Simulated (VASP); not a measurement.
A run of VASP 6.6.1 is set up as follows.

INCAR

```
SYSTEM = AlN
PREC = Accurate
ENCUT = 520
EDIFF = 1E-6
ISMEAR = 0
SIGMA = 0.05
LREAL = .FALSE.
LASPH = .TRUE.
NELM = 80
ALGO = Normal
ISIF = 2
LWAVE = .FALSE.
LCHARG = .FALSE.
GGA = PE
NBANDS = 16
```

File KPOINTS:

```
Automatic mesh
0
G
  8 8 6
  0 0 0
```

The input POSCAR:

```
AlN
1.0
    0.0000000000     -2.0522097487     -2.0522097487
    0.0000000000      2.0522097487     -2.0522097487
    4.1044194972      0.0000000000      0.0000000000
Al N
2 2
Direct
    0.5057976238      0.4942023762      0.0000000000
   -0.0057976238      0.0057976238      0.5000000000
    0.4978966712      0.5021033288      0.5000000000
    0.0021033288      0.9978966712      0.0000000000
```

Potentials or basis: VASP PAW PBE potentials, release 64 (Al, N).

Run with:

```console
$ cat potpaw_PBE.64/Al/POTCAR potpaw_PBE.64/N/POTCAR > POTCAR
$ mpirun -np 1 vasp_std > vasp.out
```

Question: What does it give for the largest force?

Answer: 0.222 eV/Å.

Question: Estimate the pressure.

Answer: -6.2 GPa.

Question: What does it give for the band gap on the k mesh?

Answer: 4.18 eV.

Stress tensor (GPa, compression positive):
```
-6.18  0.00  0.00
 0.00 -6.12  0.00
 0.00  0.00 -6.26
```

A k mesh can miss the band edges.
